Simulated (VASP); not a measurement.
## Na2S: single point with PBE

Crystal: Na2S.

```
CELL_PARAMETERS angstrom
0.00000 3.39352 3.39352
3.39352 0.00000 3.39352
3.39352 3.39352 0.00000
ATOMIC_POSITIONS crystal
Na 0.25000 0.25000 0.25000
Na 0.75000 0.75000 0.75000
S 0.00000 0.00000 0.00000
```

This cell differs from its parent crystal: strain +0.040 along x and y, +0.040 along z.

- Program: VASP 6.6.1
- Task: single point
- Functional: PBE
- Potentials or basis: VASP PAW PBE potentials, release 64 (Na_pv, S)
- Cutoff: 500 eV
- k mesh: 6 × 6 × 6
- Occupations: gaussian, width 0.05 eV
- Spin: no spin polarisation
- Dipole correction: no
- Further INCAR settings: ALGO = Normal; EDIFF = 1e-06; NBANDS = 17

```yaml
Pressure: -2.3 GPa
Band_gap_on_the_k_mesh: 2.14 eV
```

Levels at points of the mesh, in eV from the valence-band top:
```csv
k point,band 8,band 9,band 10,band 11,band 12,band 13
"(0.00, 0.00, 0.00)",0.00,0.00,0.00,2.14,7.36,7.36
"(0.50, 0.00, 0.00)",-1.46,-0.12,-0.12,4.34,6.00,6.89
"(0.50, 0.50, 0.00)",-1.32,-0.42,-0.42,3.78,5.66,7.60
```

It took 19 s on 1 thread of Intel Xeon 8259CL, on a shared host, peak memory 0.17 GiB.

Caveat: the cell differs from its parent crystal (strain +0.040 along x and y, +0.040 along z).
